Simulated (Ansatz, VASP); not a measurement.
# Two plane-wave programs on Li2H

```
Li H
1.0
     2.82288    0.00000    0.00000
     0.00000    4.17714    0.00000
     0.00000    0.00000    5.98465
Li H
4 2
Direct
  0.50000 0.00000 0.39330
  0.00000 0.50000 0.14680
  0.50000 0.00000 0.85320
  0.00000 0.50000 0.60670
  0.50000 0.50000 0.38981
  0.00000 0.00000 0.61019
```

Alike in both runs: task relaxation of cell and atoms; functional PBE; k mesh 16 × 10 × 6; occupations fermi-dirac, width 0.15 eV; no spin polarisation.

|  | VASP | Ansatz |
| --- | --- | --- |
| version | VASP 6.6.1 | Ansatz 0.2.0 |
| potentials or method | VASP PAW PBE potentials, release 64 (Li_sv, H), cutoff 600 eV | scalar-relativistic, plane waves, PAW |
| valence electrons in the cell | 14 | 14 |

```csv
,VASP,Ansatz,Ansatz less VASP
"gap on the k mesh at the Fermi level, each at its own relaxed structure (eV)",none,none,-
relaxed volume (Å³/atom),11.69,11.77,+0.085
relaxed length of the cell vector where the two differ most in proportion (Å),4.158,4.169,+0.0108
```

A gap of «none» marks a metal or a gap that the smearing closes.

Noted on VASP's run: the cutoff is under 1.25 times that of the potentials, so the pressure is a little rough.
